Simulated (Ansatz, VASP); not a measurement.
HfO2 in VASP and in Ansatz

The input INCAR:

```
SYSTEM = HfO2
PREC = Accurate
ENCUT = 520
EDIFF = 1E-8
ISMEAR = -1
SIGMA = 0.01
LREAL = .FALSE.
LASPH = .TRUE.
NELM = 100
ALGO = Normal
ISIF = 2
LWAVE = .FALSE.
LCHARG = .FALSE.
GGA = PE
LEFG = .TRUE.
NBANDS = 18
```

File KPOINTS:

```
regular mesh
0
G
  9 9 9
  0 0 0
```

Contents of POSCAR:

```
HfO2
1.0
   -0.0255750000      2.5447125000      2.5447125000
    2.5447125000     -0.0255750000      2.5447125000
    2.5447125000      2.5447125000     -0.0255750000
Hf O
1 2
Direct
    0.0000000000      0.0000000000      0.0000000000
    0.2500000000      0.2500000000      0.2500000000
    0.7500000000      0.7500000000      0.7500000000
```

Input for Ansatz:

```yaml
crystal:
  lattice:
    - [-0.025575, 2.5447125, 2.5447125]
    - [2.5447125, -0.025575, 2.5447125]
    - [2.5447125, 2.5447125, -0.025575]
  atoms:
    - { symbol: Hf, position: [0.0, 0.0, 0.0] }
    - { symbol: O, position: [0.25, 0.25, 0.25] }
    - { symbol: O, position: [0.75, 0.75, 0.75] }
kpoints:
  mp_grid: { grid: [9, 9, 9] }
scf:
  occupations: { method: fermi_dirac, width: 0.01 }
hamiltonian:
  xc: pbe
  pseudopotentials: { kind: paw }
output:
  forces: true
  stress: true
  eigenvalues: true
  efg: { contact_densities: true }
```

Change from the starting cell: equal xy, yz and zx shear strains of -1 %, PAW files.

Alike in both runs: task electric field gradients; functional PBE; k mesh 9 × 9 × 9; occupations fermi-dirac, width 0.01 eV; no spin polarisation.

```csv
,VASP,Ansatz
version,VASP 6.6.1,Ansatz 0.2.0
potentials or method,"VASP PAW PBE potentials, release 64 (Hf_pv, O)","PAW with Ansatz's default frozen-core files, scalar-relativistic"
plane-wave cutoff (eV),520,420
valence electrons in the cell,22,38
```

```tsv
	VASP	Ansatz	Ansatz less VASP
gap on the k mesh at the Fermi level (eV)	3.84	3.83	-0.007
pressure (GPa)	-5.9	-2.4	+3.54
traceless stress, the component that is largest in VASP (GPa)	0.83	0.87	+0.045
rms of the force components (eV/Å)	0.049	0.054	+0.0051
size of Vzz on the site where it differs most (V/Å²)	36.2	43.2	+7.00
```

Atom by atom the forces differ by 0.005 eV/Å (rms over components). The functional is the same, so the differences come from potentials, cutoffs and numerics. VASP's potentials hold 22 valence electrons a cell and Ansatz's 38, so a difference there can come from the potentials and not from the codes.

Spin-orbit coupling is off throughout.
